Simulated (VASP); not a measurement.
# Si8O17 (a cell with a defect) in VASP: single point with PBE

Aim: the single point of Si8O17 (a cell with a defect) with PBE.

Program: VASP 6.6.1. These are calculated values, not measurements. Logs are shortened: lines on timing, memory, paths and dates and some standing lists are left out, and cuts for length are marked.

## 1. The cell of the first run

The cell holds a defect, 25 atoms: a = 8.726 Å, b = 8.726 Å, c = 7.186 Å, α = 65.69°, β = 65.69°, γ = 48.63°.

## 2. Single point, PBE

Input file INCAR:

```
ALGO = Normal
EDIFF = 1E-6
ENCUT = 1000
GGA = PE
GGA_COMPAT = F
ISIF = 2
ISMEAR = -1
LASPH = T
LCHARG = F
LREAL = Auto
LWAVE = F
NBANDS = 85
NELM = 120
PREC = Accurate
SIGMA = 0.01
```

Input file KPOINTS:

```
k-points
0
Gamma
  1 1 1
```

Input file POSCAR:

```
Si8O17
1.0
    0.0000000000      5.0813926900      7.0944098900
    5.0813926900      0.0000000000      7.0944098900
    5.0813926900      5.0813926900      0.0000000000
Si O
8 17
Direct
    0.2615217448      0.2605155081      0.4435215597
    0.7292670018      0.7566228858      0.9236242171
    0.1100712094      0.6731383826      0.1370771604
    0.5704326390      0.1889214422      0.6170622874
    0.4331139651      0.8458695824      0.3674829357
    0.9131762079      0.3265239597      0.8560155649
    0.0014538589      0.0203665458      0.2994758138
    0.5053731448      0.4982979175      0.7830068941
    0.1129666259      0.2364394649      0.6654973998
    0.6006963969      0.7470673881      0.1623963224
    0.4542813984      0.3660512390      0.7469267352
    1.0325089415      0.8197550206      0.2854127291
    0.4151651011      0.2935262108      0.4649556883
    0.9619045895      0.6973027911      0.8943592097
    0.2019457007      0.9278799557      0.3771434927
    0.7339171871      0.3234766673      0.8442199719
   -0.0115709261      0.1824942510      0.0761870425
    0.5135171686      0.6674285453      0.5746966573
    0.4144727139      0.0468904374      0.3564800045
    0.8043549710      0.5713684397      0.8317555529
    0.3298611061      0.6162141860      0.9757643122
    0.7944211972      0.1381604572      0.4744184385
    0.1222648453      0.4644773450      0.2760020363
    0.5898489315      0.9821066560      0.7779982770
   -0.0861682404     -0.1634631852      1.0102750978
```

Potentials or basis: VASP PAW PBE potentials, release 64 (Si, O_h).

Run with:

```sh
$ cat potpaw_PBE.64/Si/POTCAR potpaw_PBE.64/O_h/POTCAR > POTCAR
$ mpirun -np 1 vasp_gam > vasp.out
```

OUTCAR:

```text
EDIFF = 1E-6
   ENCUT = 1000
   GGA = PE
   ISIF = 2
   ISMEAR = -1
   LASPH = T
   LREAL = Auto
   NELM = 120
   PREC = Accurate

 ion  position               nearest neighbor table
   1  0.262  0.261  0.444-  13 1.62  19 1.62   9 1.63  23 1.64   4 3.02   3 3.02   5 3.07
   2  0.729  0.757  0.924-  20 1.61  10 1.62  24 1.62  14 1.67   4 3.12   6 3.13
   3  0.110  0.673  0.137-  12 1.62  21 1.63  23 1.63  25 1.67   1 3.02   7 3.11   8 3.12
   4  0.570  0.189  0.617-  11 1.62  13 1.62  22 1.63  24 1.63   8 3.02   1 3.02   2 3.12   7 3.15

   5  0.433  0.846  0.367-  15 1.61  19 1.62  18 1.63  10 1.63   1 3.07
   6  0.913  0.327  0.856-  16 1.62   9 1.63  17 1.63  20 1.63   8 3.00   2 3.13
   7  0.001  0.020  0.299-  15 1.61  22 1.62  12 1.63  17 1.63   3 3.11   4 3.15
   8  0.505  0.498  0.783-  11 1.62  16 1.63  18 1.63  21 1.63   6 3.00   4 3.02   3 3.12
   9  0.113  0.236  0.665-   6 1.63   1 1.63
  10  0.601  0.747  0.162-   2 1.62   5 1.63
  11  0.454  0.366  0.747-   8 1.62   4 1.62
  12  0.033  0.820  0.285-   3 1.62   7 1.63
  13  0.415  0.294  0.465-   1 1.62   4 1.62
  14  0.962  0.697  0.894-  25 1.49   2 1.67
[... 9 lines left out ...]
  24  0.590  0.982  0.778-   2 1.62   4 1.63
  25  0.914  0.837  0.010-  14 1.49   3 1.67

  LATTYP: Found a body centered tetragonal cell.
 ALAT       =     7.1861744579
 C/A-ratio  =     1.9744608015

  Lattice vectors:

 A1 = (  -5.0813926900,   0.0000000000,   7.0944098900)
 A2 = (   5.0813926900,   0.0000000000,   7.0944098900)
 A3 = (   0.0000000000,   5.0813926900,  -7.0944098900)

Analysis of symmetry for initial positions (statically):
=====================================================================
 Subroutine PRICEL returns:
 Original cell was already a primitive cell.

 Routine SETGRP: Setting up the symmetry group for a
 body centered tetragonal supercell.

 Subroutine GETGRP returns: Found  1 space group operations
 (whereof  1 operations were pure point group operations)
 out of a pool of 16 trial point group operations.

The static configuration has the point symmetry C_1 .

Analysis of symmetry for dynamics (positions and initial velocities):
=====================================================================
 Subroutine PRICEL returns:
 Original cell was already a primitive cell.

 Routine SETGRP: Setting up the symmetry group for a
 body centered tetragonal supercell.

 Subroutine GETGRP returns: Found  1 space group operations
 (whereof  1 operations were pure point group operations)
 out of a pool of 16 trial point group operations.

The dynamic configuration has the point symmetry C_1 .

 Subroutine INISYM returns: Found  1 space group operations
 (whereof  1 operations are pure point group operations),
 and found     1 'primitive' translations

----------------------------------------------------------------------------------------

                                     Primitive cell

  volume of cell :     366.3632

  direct lattice vectors                    reciprocal lattice vectors
     0.000000000  5.081392690  7.094409890    -0.098398221  0.098398221  0.070478025
     5.081392690  0.000000000  7.094409890     0.098398221 -0.098398221  0.070478025
     5.081392690  5.081392690  0.000000000     0.098398221  0.098398221 -0.070478025

  length of vectors
     8.726465685  8.726465685  7.186174458     0.155985806  0.155985806  0.155985806

  position of ions in fractional coordinates (direct lattice)
     0.261521745  0.260515508  0.443521560
     0.729267002  0.756622886  0.923624217
     0.110071209  0.673138383  0.137077160
     0.570432639  0.188921442  0.617062287
     0.433113965  0.845869582  0.367482936
     0.913176208  0.326523960  0.856015565
[... 17 lines left out ...]
     0.589848932  0.982106656  0.777998277
     0.913831760  0.836536815  0.010275098

  ion indices of the primitive-cell ions
   primitive index   ion index
                 1           1
                 2           2
                 3           3
                 4           4
                 5           5
                 6           6
[... 17 lines left out ...]
                24          24
                25          25

----------------------------------------------------------------------------------------

 KPOINTS: k-points

Automatic generation of k-mesh.
 Grid dimensions read from file:
 generate k-points for:    1    1    1

 Generating k-lattice:

  Cartesian coordinates                     Fractional coordinates (reciprocal lattice)
    -0.098398221  0.098398221  0.070478025     1.000000000  0.000000000  0.000000000
     0.098398221 -0.098398221  0.070478025     0.000000000  1.000000000  0.000000000
     0.098398221  0.098398221 -0.070478025    -0.000000000 -0.000000000  1.000000000

  Length of vectors
     0.155985806  0.155985806  0.155985806

  Shift w.r.t. Gamma in fractional coordinates (k-lattice)
     0.000000000  0.000000000  0.000000000

 Subroutine IBZKPT returns following result:
 ===========================================

 Found      1 irreducible k-points:

 Following reciprocal coordinates:
            Coordinates               Weight
  0.000000  0.000000  0.000000      1.000000
   k-points           NKPTS =      1   k-points in BZ     NKDIM =      1   number of bands    NBANDS=     85
   number of dos      NEDOS =    301   number of ions     NIONS =     25
   total plane-waves  NPLWV = 648000
   dimension x,y,z NGX =    90 NGY =   90 NGZ =   80
   dimension x,y,z NGXF=   180 NGYF=  180 NGZF=  160
   ions per type =               8  17
   NGX,Y,Z   is equivalent  to a cutoff of  17.15, 17.15, 18.51 a.u.
   NGXF,Y,Z  is equivalent  to a cutoff of  34.29, 34.29, 37.01 a.u.
 SYSTEM =  unknown system
   PREC   = accura    normal or accurate (medium, high low for compatibility)
   ISTART =      0    job   : 0-new  1-cont  2-samecut
   ICHARG =      2    charge: 1-file 2-atom 10-const
   ISPIN  =      1    spin polarized calculation?
   LNONCOLLINEAR =      F non collinear calculations
   LSORBIT =      F    spin-orbit coupling
   LASPH  =      T    aspherical Exc in radial PAW
   ENCUT  = 1000.0 eV  73.50 Ry    8.57 a.u.  22.50 22.50 18.53*2*pi/ulx,y,z
   NELM   =    120;   NELMIN=  2; NELMDL= -5     # of ELM steps
   EDIFF  = 0.1E-05   stopping-criterion for ELM
   LREAL  =      T    real-space projection
   EDIFFG = 0.1E-04   stopping-criterion for IOM
   NSW    =      0    number of steps for IOM
   IBRION =     -1    ionic relax: 0-MD 1-quasi-New 2-CG
   NFREE  =      0    steps in history (QN), initial steepest desc. (CG)
   ISIF   =      2    stress and relaxation
   ISYM   =      2    0-nonsym 1-usesym 2-fastsym
   POTIM  = 0.5000    time-step for ionic-motion
   TEBEG  =    0.0;   TEEND  =   0.0 temperature during run
   PSTRESS=    0.0 pullay stress
   NELECT =     134.0000    total number of electrons
   NUPDOWN=      -1.0000    fix difference up-down
   EMIN   =  10.00;   EMAX   =-10.00  energy-range for DOS
   EFERMI =   0.00;   METHOD = LEGACY
   ISMEAR =    -1;   SIGMA  =   0.01  broadening in eV -4-tet -1-fermi 0-gaus
   EFERMI_NEDOS =   21; number of points for ismear=-14 and -15
   IALGO  =     38    algorithm
   IMIX   =      4    mixing-type and parameters
     AMIX     =   0.40;   BMIX     =  1.00
     AMIX_MAG =   1.60;   BMIX_MAG =  1.00
  volume/ion in A,a.u.               =      14.65        98.89
  Fermi-wavevector in a.u.,A,eV,Ry     =   1.170772  2.212439 18.649617  1.370708
  Thomas-Fermi vector in A             =   2.307226
   LORBIT       =      0    0 simple, 1 ext, 2 COOP (PROOUT), +10 PAW based schemes
   GGA     = PE    functional components
   LHFCALC =     F    Hartree Fock is set to
   AEXX    =    0.0000 exact exchange contribution
   IVDW    =     0    specifies the selected vdW correction
   LEPSILON=     F    determine dielectric tensor
   LRPA    =     F    only Hartree local field effects (RPA)
 non-spin polarized calculation
  energy-cutoff  :     1000.00
  volume of cell :      366.36
 maximum number of plane-waves:     13179
 NGX is ok and might be reduce to    90
   NGX = 45   NGY = 45   NGZ = 37

 number of electron     134.0000001 magnetization

 Free energy of the ion-electron system (eV)
  ---------------------------------------------------
  ext. energy  EPLUGINS =         0.00000000
  ---------------------------------------------------
  free energy    TOTEN  =      -193.28041522 eV

  energy without entropy =     -193.28041522  energy(sigma->0) =     -193.28041522

 E-fermi :   1.1529     XC(G=0):  -8.3077

 val. band max:        0.9082715698   @ k =   0.0000   0.0000   0.0000
 cond. band min:       5.5183420799   @ k =   0.0000   0.0000   0.0000
 fundamental gap:      4.6100705101
 Fermi energy:         1.1528537947

 k-point     1 :       0.0000    0.0000    0.0000
  band No.  band energies     occupation
      1     -20.3418      2.00000
      2     -19.0075      2.00000
      3     -18.3459      2.00000
      4     -18.2657      2.00000
      5     -18.2484      2.00000
      6     -18.2150      2.00000
[... 71 lines left out ...]
     78       9.6670      0.00000
     79       9.7639      0.00000
 [bands above 79 left out]

------------------------ aborting loop because EDIFF is reached ----------------------------------------

  FORCE on cell =-STRESS in cart. coord.  units (eV):
  Direction    XX          YY          ZZ          XY          YZ          ZX
  --------------------------------------------------------------------------------------
  -------------------------------------------------------------------------------------
  Total        0.7717220      2.8627203      3.1217329      2.5226351      6.1878900      5.0095458
  in kB        3.3748905     12.5192325     13.6519449     11.0319739     27.0608463     21.9077181
  external PRESSURE =       9.8486893 kB  Pullay stress =       0.0000000 kB

 VOLUME and BASIS-vectors are now :
 -----------------------------------------------------------------------------
  energy-cutoff  :     1000.00
  volume of cell :      366.36
      direct lattice vectors                 reciprocal lattice vectors
     0.000000000  5.081392690  7.094409890    -0.098398221  0.098398221  0.070478025
     5.081392690  0.000000000  7.094409890     0.098398221 -0.098398221  0.070478025
     5.081392690  5.081392690  0.000000000     0.098398221  0.098398221 -0.070478025

 POSITION                                       TOTAL-FORCE (eV/Angst)
 -----------------------------------------------------------------------------------
      3.57749      3.58260      3.70355        -0.000477      0.005197      0.002556
      8.53800      8.39899     10.54151        -0.013549     -0.005250     -0.002678
      4.11702      1.25586      5.55641         0.006962      0.005315      0.006353
      4.09552      6.03413      5.38717        -0.007247     -0.004926      0.001121
      6.16552      4.06815      9.07363        -0.000146     -0.005272     -0.005143
      6.00895      8.98996      8.79494        -0.001435      0.012891      0.004515
[... 17 lines left out ...]
      8.94378      6.95057     11.15210         0.000549     -0.000328      0.000788
      4.30298      4.69575     12.41783         0.021914      0.011061      0.016154
 -----------------------------------------------------------------------------------
    total drift:                               -0.014226      0.006190      0.006197

  FREE ENERGIE OF THE ION-ELECTRON SYSTEM (eV)
  ---------------------------------------------------
  free  energy   TOTEN  =      -193.2804152194 eV

  energy  without entropy=     -193.2804152193  energy(sigma->0) =     -193.28041522
```

It took 5.6 min on 1 thread of Intel Xeon Platinum 8259CL at 2.50GHz (Skylake/Cascade Lake), shared host; peak memory 1 GiB.

What came out:

* Free energy: -193.2804 eV
* Pressure: 1.0 GPa
* Largest force: 0.029 eV/Å

Forces in eV/Å, atoms in the order of the input:
```
Si   0.000  0.005  0.003
Si  -0.014 -0.005 -0.003
Si   0.007  0.005  0.006
Si  -0.007 -0.005  0.001
Si   0.000 -0.005 -0.005
Si  -0.001  0.013  0.005
Si  -0.003  0.001  0.004
Si   0.008  0.001 -0.002
O    0.002 -0.001 -0.002
O    0.004  0.000 -0.002
O   -0.001 -0.001 -0.003
O    0.004  0.005  0.003
O    0.000  0.001  0.000
O   -0.021 -0.012 -0.013
O    0.000 -0.003 -0.001
O   -0.001 -0.004 -0.002
O    0.000 -0.004  0.000
O    0.001 -0.003  0.001
O    0.001 -0.001  0.000
O    0.003  0.000 -0.005
O   -0.005  0.000  0.003
O    0.001  0.002 -0.001
O    0.000  0.002 -0.004
O    0.001  0.000  0.001
O    0.022  0.011  0.016
```

Stress tensor (GPa, compression positive):
```
0.34 1.10 2.19
1.10 1.25 2.71
2.19 2.71 1.37
```

Caveat: the k points lie up to 0.98 Å⁻¹ apart, too coarse for converged energies, forces and pressures.
